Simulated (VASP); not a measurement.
Wanted: the native input for a VASP 6.6.1 run.

```yaml
Task: single point
Functional: PBE
Potentials_or_basis: VASP PAW PBE potentials, release 64 (Ag)
Cutoff: 520 eV
k_mesh: 6 × 6 × 4
Occupations: gaussian, width 0.1 eV
Spin: no spin polarisation
Dipole_correction: no
Further_INCAR_settings: ALGO = Normal; EDIFF = 1e-07; NBANDS = 30
```

The structure of Ag lies in POSCAR:

```
Ag
1.0
    2.9675470756     -1.7697371651      0.0000000000
    2.9675470756      1.7697371651      0.0000000000
   -1.6575207213      0.0000000000      7.6832707378
Ag
4
Direct
    0.0504000000      0.0504000000      0.0996000000
    0.9496000000      0.9496000000      0.9004000000
    0.5050000000      0.5050000000      0.6000000000
    0.4950000000      0.4950000000      0.4000000000
```

One way to write it, as run:

INCAR

```
PREC = Accurate
ENCUT = 520
EDIFF = 1E-7
ISMEAR = 0
SIGMA = 0.1
LREAL = False
LASPH = True
NELM = 100
ALGO = Normal
ISIF = 2
LWAVE = False
LCHARG = False
GGA = PE
NBANDS = 30
```

KPOINTS

```
regular mesh
0
Gamma
  6 6 4
```

Potentials or basis: VASP PAW PBE potentials, release 64 (Ag).

The run is started by

```sh
$ cat potpaw_PBE.64/Ag/POTCAR > POTCAR
$ mpirun -np 1 vasp_std > vasp.out
```

It gave:

* Pressure: 85.7 GPa
* Largest force: 45.721 eV/Å
* Band gap on the k mesh: zero (band 22 reaches 7.48 eV, above the bottom of band 23 at 5.63 eV)

Caveat: forces of over 1 eV/Å act on the atoms, so gaps and moduli don't describe the material at rest.

Wall time 96 s on 1 thread of Intel(R) Xeon(R) Platinum 8259CL CPU @ 2.50GHz (Skylake/Cascade Lake) (shared host), peak memory 0.24 GiB.
